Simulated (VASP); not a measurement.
Runs of VASP 6.6.1 on Na. The structure is that of space group Pm-3m (No. 221), or close to it. The cells are those of the table. 

```tsv
task	cell	k mesh	cutoff (eV)	gap on the mesh (eV)	pressure (GPa)
single point	a = 3.535 Å, 1 atom	10 × 10 × 10	520	none	-0.1
single point	a = 3.442 Å, 1 atom	10 × 10 × 10	520	none	0.3
single point	a = 3.489 Å, 1 atom	9 × 9 × 9	520	none	(a)
single point	a = 3.489 Å, 1 atom	10 × 10 × 10	520	none	0.0
single point	a = 3.489 Å, 1 atom	15 × 15 × 15	520	none	0.0
relaxation of cell and atoms	relaxed from a = 3.441 Å, 1 atom	9 × 9 × 9	600	none	0.0
single point	a = 3.343 Å, 1 atom	10 × 10 × 10	520	none	(b)
single point	a = 3.393 Å, 1 atom	10 × 10 × 10	520	none	0.6
single point	a = 3.623 Å, 1 atom	10 × 10 × 10	520	none	-0.5
single point	a = 3.580 Å, 1 atom	10 × 10 × 10	520	none	-0.3
```

Alike in all rows: level RPBE; potentials or basis VASP PAW PBE potentials, release 64 (Na_pv); no spin polarisation; smearing fermi-dirac 0.1 eV.

Q: Fill in the values left out.

A: (a) 0.1; (b) 0.9.

Caveats: the PAW data sets were made with another functional, which shifts forces and pressure a little.

A gap of «none» marks levels without a gap at the run's occupations.
